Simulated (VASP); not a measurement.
# Ga3Se (Pm-3m) in VASP: further runs

Ga3Se is run at these levels: PBEsol, BLYP; tasks: single point.

Everything below comes from runs of VASP 6.6.1. Logs are shortened: lines on timing, memory, paths and dates and some standing lists are left out, and cuts for length are marked.

## Step 1: The cell of the first run

Symmetry: Pm-3m, No. 221, cubic system. The conventional cell has a = 4.432 Å, b = 4.432 Å, c = 4.432 Å, α = 90.00°, β = 90.00°, γ = 90.00°. Within 4.1 Å of Ga (site symmetry 4/mmm) lie 8 Ga at 3.13 Å and 4 Se at 3.13 Å. Within 4.1 Å of Se (site symmetry m-3m) lie 12 Ga at 3.13 Å.

## Step 2: Single point, PBEsol

Input file INCAR:

```
SYSTEM = Ga3Se
  PREC = Accurate
  ENCUT = 520
  EDIFF = 1E-7
  ISMEAR = 1
  SIGMA = 0.1
  LREAL = .FALSE.
  LASPH = .TRUE.
  NELM = 100
  ALGO = Normal
  ISIF = 2
  LWAVE = .FALSE.
  LCHARG = .TRUE.
  GGA = PS
  LELF = .TRUE.
  LVHAR = .TRUE.
  NBANDS = 30
```

Input file KPOINTS:

```
regular mesh
0
G
  5 5 5
  0 0 0
```

Input file POSCAR:

```
Ga3Se
1.0
    4.4324650000      0.0000000000      0.0000000000
    0.0000000000      4.4324650000      0.0000000000
    0.0000000000      0.0000000000      4.4324650000
Ga Se
3 1
Direct
    0.0000000000      0.5000000000      0.5000000000
    0.5000000000      0.0000000000      0.5000000000
    0.5000000000      0.5000000000      0.0000000000
    0.0000000000      0.0000000000      0.0000000000
```

Potentials or basis: VASP PAW PBE potentials, release 64 (Ga_d, Se).

Launch:

```
cat potpaw_PBE.64/Ga_d/POTCAR potpaw_PBE.64/Se/POTCAR > POTCAR
mpirun -np 1 vasp_std > vasp.out
```

OUTCAR:

```text
SYSTEM = Ga3Se
   PREC = Accurate
   ENCUT = 520
   EDIFF = 1E-7
   ISMEAR = 1
   LREAL = .FALSE.
   LASPH = .TRUE.
   NELM = 100
   ISIF = 2
   GGA = PS

 ion  position               nearest neighbor table
   1  0.000  0.500  0.500-
   2  0.500  0.000  0.500-
   3  0.500  0.500  0.000-
   4  0.000  0.000  0.000-

  LATTYP: Found a simple cubic cell.
 ALAT       =     4.4324650000

  Lattice vectors:

 A1 = (   4.4324650000,   0.0000000000,   0.0000000000)
 A2 = (   0.0000000000,   4.4324650000,   0.0000000000)
 A3 = (   0.0000000000,   0.0000000000,   4.4324650000)

Analysis of symmetry for initial positions (statically):
=====================================================================
 Subroutine PRICEL returns:
 Original cell was already a primitive cell.

 Routine SETGRP: Setting up the symmetry group for a
 simple cubic supercell.

 Subroutine GETGRP returns: Found 48 space group operations
 (whereof 48 operations were pure point group operations)
 out of a pool of 48 trial point group operations.

The static configuration has the point symmetry O_h .

Analysis of symmetry for dynamics (positions and initial velocities):
=====================================================================
 Subroutine PRICEL returns:
 Original cell was already a primitive cell.

 Routine SETGRP: Setting up the symmetry group for a
 simple cubic supercell.

 Subroutine GETGRP returns: Found 48 space group operations
 (whereof 48 operations were pure point group operations)
 out of a pool of 48 trial point group operations.

The dynamic configuration has the point symmetry O_h .

 Subroutine INISYM returns: Found 48 space group operations
 (whereof 48 operations are pure point group operations),
 and found     1 'primitive' translations

----------------------------------------------------------------------------------------

                                     Primitive cell

  volume of cell :      87.0835

  direct lattice vectors                    reciprocal lattice vectors
     4.432465000  0.000000000  0.000000000     0.225608098  0.000000000  0.000000000
     0.000000000  4.432465000  0.000000000     0.000000000  0.225608098  0.000000000
     0.000000000  0.000000000  4.432465000     0.000000000  0.000000000  0.225608098

  length of vectors
     4.432465000  4.432465000  4.432465000     0.225608098  0.225608098  0.225608098

  position of ions in fractional coordinates (direct lattice)
     0.000000000  0.500000000  0.500000000
     0.500000000  0.000000000  0.500000000
     0.500000000  0.500000000  0.000000000
     0.000000000  0.000000000  0.000000000

  ion indices of the primitive-cell ions
   primitive index   ion index
                 1           1
                 2           2
                 3           3
                 4           4

----------------------------------------------------------------------------------------

 KPOINTS: regular mesh

Automatic generation of k-mesh.
 Grid dimensions read from file:
 generate k-points for:    5    5    5

 Generating k-lattice:

  Cartesian coordinates                     Fractional coordinates (reciprocal lattice)
     0.045121620  0.000000000  0.000000000     0.200000000  0.000000000  0.000000000
     0.000000000  0.045121620  0.000000000     0.000000000  0.200000000  0.000000000
     0.000000000  0.000000000  0.045121620     0.000000000  0.000000000  0.200000000

  Length of vectors
     0.045121620  0.045121620  0.045121620

  Shift w.r.t. Gamma in fractional coordinates (k-lattice)
     0.000000000  0.000000000  0.000000000

 Subroutine IBZKPT returns following result:
 ===========================================

 Found     10 irreducible k-points:

 Following reciprocal coordinates:
            Coordinates               Weight
  0.000000  0.000000  0.000000      1.000000
  0.200000  0.000000  0.000000      6.000000
  0.400000  0.000000  0.000000      6.000000
  0.200000  0.200000  0.000000     12.000000
  0.400000  0.200000  0.000000     24.000000
  0.400000  0.400000  0.000000     12.000000
  0.200000  0.200000  0.200000      8.000000
  0.400000  0.200000  0.200000     24.000000
  0.400000  0.400000  0.200000     24.000000
  0.400000  0.400000  0.400000      8.000000
   k-points           NKPTS =     10   k-points in BZ     NKDIM =     10   number of bands    NBANDS=     30
   number of dos      NEDOS =    301   number of ions     NIONS =      4
   total plane-waves  NPLWV =  46656
   dimension x,y,z NGX =    36 NGY =   36 NGZ =   36
   dimension x,y,z NGXF=    72 NGYF=   72 NGZF=   72
   ions per type =               3   1
   NGX,Y,Z   is equivalent  to a cutoff of  13.50, 13.50, 13.50 a.u.
   NGXF,Y,Z  is equivalent  to a cutoff of  27.00, 27.00, 27.00 a.u.
 SYSTEM =  Ga3Se
   PREC   = accura    normal or accurate (medium, high low for compatibility)
   ISTART =      0    job   : 0-new  1-cont  2-samecut
   ICHARG =      2    charge: 1-file 2-atom 10-const
   ISPIN  =      1    spin polarized calculation?
   LNONCOLLINEAR =      F non collinear calculations
   LSORBIT =      F    spin-orbit coupling
   LASPH  =      T    aspherical Exc in radial PAW
   ENCUT  =  520.0 eV  38.22 Ry    6.18 a.u.   8.24  8.24  8.24*2*pi/ulx,y,z
   NELM   =    100;   NELMIN=  2; NELMDL= -5     # of ELM steps
   EDIFF  = 0.1E-06   stopping-criterion for ELM
   LREAL  =      F    real-space projection
   EDIFFG = 0.1E-05   stopping-criterion for IOM
   NSW    =      0    number of steps for IOM
   IBRION =     -1    ionic relax: 0-MD 1-quasi-New 2-CG
   NFREE  =      0    steps in history (QN), initial steepest desc. (CG)
   ISIF   =      2    stress and relaxation
   ISYM   =      2    0-nonsym 1-usesym 2-fastsym
   POTIM  = 0.5000    time-step for ionic-motion
   TEBEG  =    0.0;   TEEND  =   0.0 temperature during run
   PSTRESS=    0.0 pullay stress
   NELECT =      45.0000    total number of electrons
   NUPDOWN=      -1.0000    fix difference up-down
   EMIN   =  10.00;   EMAX   =-10.00  energy-range for DOS
   EFERMI =   0.00;   METHOD = LEGACY
   ISMEAR =     1;   SIGMA  =   0.10  broadening in eV -4-tet -1-fermi 0-gaus
   EFERMI_NEDOS =   21; number of points for ismear=-14 and -15
   IALGO  =     38    algorithm
   IMIX   =      4    mixing-type and parameters
     AMIX     =   0.40;   BMIX     =  1.00
     AMIX_MAG =   1.60;   BMIX_MAG =  1.00
  volume/ion in A,a.u.               =      21.77       146.92
  Fermi-wavevector in a.u.,A,eV,Ry     =   1.313713  2.482557 23.481488  1.725841
  Thomas-Fermi vector in A             =   2.444016
   LORBIT       =      0    0 simple, 1 ext, 2 COOP (PROOUT), +10 PAW based schemes
   GGA     = PS    functional components
   LHFCALC =     F    Hartree Fock is set to
   AEXX    =    0.0000 exact exchange contribution
   IVDW    =     0    specifies the selected vdW correction
   LEPSILON=     F    determine dielectric tensor
   LRPA    =     F    only Hartree local field effects (RPA)
 non-spin polarized calculation
 Methfessel and Paxton  Order N= 1 SIGMA  =   0.10
  energy-cutoff  :      520.00
  volume of cell :       87.08
 maximum number of plane-waves:      2356
 NGX is ok and might be reduce to    36
   NGX = 17   NGY = 17   NGZ = 17

 number of electron      44.9999944 magnetization

 Free energy of the ion-electron system (eV)
  ---------------------------------------------------
  ext. energy  EPLUGINS =         0.00000000
  ---------------------------------------------------
  free energy    TOTEN  =       -13.85830339 eV

  energy without entropy =      -13.85049014  energy(sigma->0) =      -13.85569897

 E-fermi :   4.4908     XC(G=0): -10.4057

 val. band max:        4.4515242705   @ k =   0.4000   0.0000   0.0000
 cond. band min:       4.5014918909   @ k =   0.2000   0.2000   0.0000
 fundamental gap:      0.0499676204
 Fermi energy:         4.4907753105

 k-point     1 :       0.0000    0.0000    0.0000
  band No.  band energies     occupation
      1     -10.4720      2.00000
      2     -10.4514      2.00000
      3     -10.4514      2.00000
      4     -10.4514      2.00000
      5     -10.4056      2.00000
      6     -10.4056      2.00000
[... 22 lines left out ...]
     29      10.4718      0.00000
     30      11.5369      0.00000

 k-point     2 :       0.2000    0.0000    0.0000
  band No.  band energies     occupation
      1     -10.4476      2.00000
      2     -10.4469      2.00000
      3     -10.4322      2.00000
      4     -10.4322      2.00000
      5     -10.4027      2.00000
      6     -10.3918      2.00000
[... 22 lines left out ...]
     29      11.4407      0.00000
     30      11.8978      0.00000

 k-point     3 :       0.4000    0.0000    0.0000
  band No.  band energies     occupation
      1     -10.4387      2.00000
      2     -10.4049      2.00000
      3     -10.3850      2.00000
      4     -10.3848      2.00000
      5     -10.3848      2.00000
      6     -10.3612      2.00000
[... 22 lines left out ...]
     29      10.0678      0.00000
     30      10.9829      0.00000

 k-point     4 :       0.2000    0.2000    0.0000
  band No.  band energies     occupation
      1     -10.4357      2.00000
      2     -10.4348      2.00000
      3     -10.4206      2.00000
      4     -10.4142      2.00000
      5     -10.3947      2.00000
      6     -10.3805      2.00000
[... 22 lines left out ...]
     29      10.3897      0.00000
     30      11.1099      0.00000

 k-point     5 :       0.4000    0.2000    0.0000
  band No.  band energies     occupation
      1     -10.4219      2.00000
      2     -10.4073      2.00000
      3     -10.3881      2.00000
      4     -10.3820      2.00000
      5     -10.3711      2.00000
      6     -10.3598      2.00000
[... 22 lines left out ...]
     29       9.4742      0.00000
     30       9.5803      0.00000
[... 64 lines left out ...]
     29       9.8191      0.00000
     30      11.9319      0.00000

 k-point     8 :       0.4000    0.2000    0.2000
  band No.  band energies     occupation
      1     -10.4302      2.00000
      2     -10.4104      2.00000
      3     -10.3944      2.00000
      4     -10.3922      2.00000
      5     -10.3602      2.00000
      6     -10.3516      2.00000
[... 22 lines left out ...]
     29       9.6795      0.00000
     30      11.5262      0.00000

 k-point     9 :       0.4000    0.4000    0.2000
  band No.  band energies     occupation
      1     -10.4570      2.00000
      2     -10.3987      2.00000
      3     -10.3935      2.00000
      4     -10.3907      2.00000
      5     -10.3757      2.00000
      6     -10.3485      2.00000
[... 22 lines left out ...]
     29      10.5680      0.00000
     30      11.1122      0.00000

 k-point    10 :       0.4000    0.4000    0.4000
  band No.  band energies     occupation
      1     -10.5085      2.00000
      2     -10.4008      2.00000
      3     -10.3955      2.00000
      4     -10.3955      2.00000
      5     -10.3827      2.00000
      6     -10.3827      2.00000
[... 22 lines left out ...]
     29      12.2561      0.00000
     30      12.7150      0.00000

------------------------ aborting loop because EDIFF is reached ----------------------------------------

  FORCE on cell =-STRESS in cart. coord.  units (eV):
  Direction    XX          YY          ZZ          XY          YZ          ZX
  --------------------------------------------------------------------------------------
  -------------------------------------------------------------------------------------
  Total       -1.7860848     -1.7860848     -1.7860848     -0.0000000      0.0000000     -0.0000000
  in kB      -32.8606917    -32.8606917    -32.8606917     -0.0000000      0.0000000     -0.0000000
  external PRESSURE =     -32.8606917 kB  Pullay stress =       0.0000000 kB

 VOLUME and BASIS-vectors are now :
 -----------------------------------------------------------------------------
  energy-cutoff  :      520.00
  volume of cell :       87.08
      direct lattice vectors                 reciprocal lattice vectors
     4.432465000  0.000000000  0.000000000     0.225608098  0.000000000  0.000000000
     0.000000000  4.432465000  0.000000000     0.000000000  0.225608098  0.000000000
     0.000000000  0.000000000  4.432465000     0.000000000  0.000000000  0.225608098

 POSITION                                       TOTAL-FORCE (eV/Angst)
 -----------------------------------------------------------------------------------
      0.00000      2.21623      2.21623         0.000000      0.000000      0.000000
      2.21623      0.00000      2.21623         0.000000      0.000000      0.000000
      2.21623      2.21623      0.00000         0.000000      0.000000      0.000000
      0.00000      0.00000      0.00000         0.000000      0.000000      0.000000
 -----------------------------------------------------------------------------------
    total drift:                                0.000000      0.000000      0.000000

  FREE ENERGIE OF THE ION-ELECTRON SYSTEM (eV)
  ---------------------------------------------------
  free  energy   TOTEN  =       -13.8583033905 eV

  energy  without entropy=      -13.8504901377  energy(sigma->0) =      -13.85569897
```

It took 54 s on 1 thread of AMD EPYC 7R13 (Zen 3), shared host; peak memory 0.18 GiB.

What came out:

```
Free energy : -13.8583 eV
Pressure    : -3.3 GPa
```

Levels at points of the mesh, in eV from the Fermi level:
| k point | band 18 | band 19 | band 20 | band 21 | band 22 | band 23 | band 24 | band 25 | band 26 | band 27 |
| --- | --- | --- | --- | --- | --- | --- | --- | --- | --- | --- |
| (0.00, 0.00, 0.00) | -3.74 | -3.74 | -3.74 | -2.85 | -2.85 | 1.61 | 1.61 | 1.61 | 4.38 | 4.38 |

Caveat: the PAW data sets were made with another functional, which shifts forces and pressure a little.

## Step 3: Single point, BLYP

Input file INCAR:

```
SYSTEM = Ga3Se
AGGAC = 1.0
AGGAX = 1.0
ALDAC = 0.0
ALDAX = 1.0
ALGO = Normal
EDIFF = 1E-6
ENCUT = 520
GGA = B5
ISIF = 2
ISMEAR = 1
LASPH = .TRUE.
LCHARG = .FALSE.
LREAL = .FALSE.
LWAVE = .FALSE.
NBANDS = 30
NELM = 60
PREC = Accurate
SIGMA = 0.1
```

Input file KPOINTS:

```
k-points
0
G
  5 5 5
  0 0 0
```

POSCAR is that of step 2.

Potentials or basis: VASP PAW PBE potentials, release 64 (Ga_d, Se).

Launch:

```
cat potpaw_PBE.64/Ga_d/POTCAR potpaw_PBE.64/Se/POTCAR > POTCAR
mpirun -np 1 vasp_std > vasp.out
```

OUTCAR:

```text
SYSTEM = Ga3Se
   EDIFF = 1E-6
   ENCUT = 520
   GGA = B5
   ISIF = 2
   ISMEAR = 1
   LASPH = .TRUE.
   LREAL = .FALSE.
   NELM = 60
   PREC = Accurate

 ion  position               nearest neighbor table
   1  0.000  0.500  0.500-
   2  0.500  0.000  0.500-
   3  0.500  0.500  0.000-
   4  0.000  0.000  0.000-

[... 510 lines left out ...]
------------------------ aborting loop because EDIFF is reached ----------------------------------------

  FORCE on cell =-STRESS in cart. coord.  units (eV):
  Direction    XX          YY          ZZ          XY          YZ          ZX
  --------------------------------------------------------------------------------------
  -------------------------------------------------------------------------------------
  Total        2.6299464      2.6299464      2.6299464      0.0000000     -0.0000000      0.0000000
  in kB       48.3862026     48.3862026     48.3862026      0.0000000     -0.0000000      0.0000000
  external PRESSURE =      48.3862026 kB  Pullay stress =       0.0000000 kB

 VOLUME and BASIS-vectors are now :
 -----------------------------------------------------------------------------
  energy-cutoff  :      520.00
  volume of cell :       87.08
      direct lattice vectors                 reciprocal lattice vectors
     4.432465000  0.000000000  0.000000000     0.225608098  0.000000000  0.000000000
     0.000000000  4.432465000  0.000000000     0.000000000  0.225608098  0.000000000
     0.000000000  0.000000000  4.432465000     0.000000000  0.000000000  0.225608098

 POSITION                                       TOTAL-FORCE (eV/Angst)
 -----------------------------------------------------------------------------------
      0.00000      2.21623      2.21623         0.000000      0.000000      0.000000
      2.21623      0.00000      2.21623         0.000000      0.000000      0.000000
      2.21623      2.21623      0.00000         0.000000      0.000000      0.000000
      0.00000      0.00000      0.00000         0.000000      0.000000      0.000000
 -----------------------------------------------------------------------------------
    total drift:                                0.000000      0.000000      0.000000

  FREE ENERGIE OF THE ION-ELECTRON SYSTEM (eV)
  ---------------------------------------------------
  free  energy   TOTEN  =        -9.6753287804 eV

  energy  without entropy=       -9.6662382235  energy(sigma->0) =       -9.67229859
```

OSZICAR:

```text
N       E                     dE             d eps       ncg     rms          rms(c)
DAV:   1     0.312138519494E+03    0.31214E+03   -0.21840E+04   614   0.249E+03
DAV:   2     0.309525318025E+02   -0.28119E+03   -0.27347E+03   620   0.515E+02
DAV:   3    -0.819809809675E+01   -0.39151E+02   -0.37568E+02   708   0.141E+02
DAV:   4    -0.982593994450E+01   -0.16278E+01   -0.16144E+01   686   0.295E+01
DAV:   5    -0.987426574662E+01   -0.48326E-01   -0.48290E-01   694   0.489E+00    0.301E+00
DAV:   6    -0.966805474772E+01    0.20621E+00   -0.65859E-01   860   0.691E+00    0.160E+00
DAV:   7    -0.967421102060E+01   -0.61563E-02   -0.93689E-02   664   0.138E+00    0.840E-01
DAV:   8    -0.967543474733E+01   -0.12237E-02   -0.11905E-02   798   0.729E-01    0.103E-01
DAV:   9    -0.967523840810E+01    0.19634E-03   -0.32415E-03   750   0.395E-01    0.401E-02
DAV:  10    -0.967531753442E+01   -0.79126E-04   -0.45603E-04   666   0.177E-01    0.120E-02
DAV:  11    -0.967532933034E+01   -0.11796E-04   -0.70202E-05   732   0.646E-02    0.530E-03
DAV:  12    -0.967532878037E+01    0.54997E-06   -0.65153E-06   676   0.181E-02
   1 F= -.96753288E+01 E0= -.96722986E+01  d E =-.909056E-02
```

stdout:

```text
POSCAR found type information on POSCAR GaSe
 POSCAR found :  2 types and       4 ions
 scaLAPACK will be used
 -----------------------------------------------------------------------------
|                                                                             |
|                                                                             |
|     You enforced a specific xc type in the INCAR file but a different       |
|     I HOPE YOU KNOW WHAT YOU ARE DOING!                                     |
|                                                                             |
 -----------------------------------------------------------------------------

 LDA part: xc-table for (Slater(with rela. corr.)+VWN5), standard interpolation
 POSCAR, INCAR and KPOINTS ok, starting setup
 FFT: planning ... GRIDC
 FFT: planning ... GRID_SOFT
 FFT: planning ... GRID
 WAVECAR not read
 entering main loop
```

Run time: 69 s. Hardware: 1 thread of AMD EPYC 7R13 (Zen 3), shared host; peak memory 0.17 GiB.

What came out:

- Free energy: -9.6753 eV
- Pressure: 4.8 GPa

Levels at points of the mesh, in eV from the Fermi level:
```
           k point  band 19  band 20  band 21  band 22  band 23  band 24  band 25  band 26
(0.00, 0.00, 0.00)    -3.68    -3.68    -3.05    -3.05     1.55     1.55     1.55     4.30
```

Caveat: the PAW data sets were made with another functional, which shifts forces and pressure a little.
